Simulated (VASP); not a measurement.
Runs of VASP 6.6.1 on SnSe2. The structure is that of space group P-3m1 (No. 164), or close to it. The cells are those of the table. 

```csv
spin,cell,k mesh,pressure (GPa),moment (μB),largest force (eV/Å)
"non-collinear, zero start, SOC","a = 3.878, b = 3.878, c = 6.222 Å, angles 90.0, 90.0, 120.0°, 3 atoms",6 × 6 × 4,-2.6,0.00,0.37
"non-collinear, zero start, SOC","a = 3.764, b = 3.764, c = 6.039 Å, angles 90.0, 90.0, 120.0°, 3 atoms",6 × 6 × 4,3.4,0.00,0.38
off,"a = 3.816, b = 3.816, c = 6.121 Å, angles 90.0, 90.0, 120.0°, 3 atoms",10 × 10 × 6,(a),-,0.02
"non-collinear, zero start, SOC","a = 3.816, b = 3.816, c = 6.121 Å, angles 90.0, 90.0, 120.0°, 3 atoms",6 × 6 × 4,0.3,0.00,0.01
```

Alike in all rows: task single point; level PBEsol; potentials or basis VASP PAW PBE potentials, release 64 (Sn_d, Se); cutoff (eV) 520; smearing gaussian 0.05 eV.

Task: Fill in the values left out.

Result: (a) 0.2.

Caveats: the PAW data sets were made with another functional, which shifts forces and pressure a little; this functional lacks dispersion, which binds layers or chains, so the pressure and a relaxed spacing across them are unreliable; the cell stands under pressure (at least some runs).
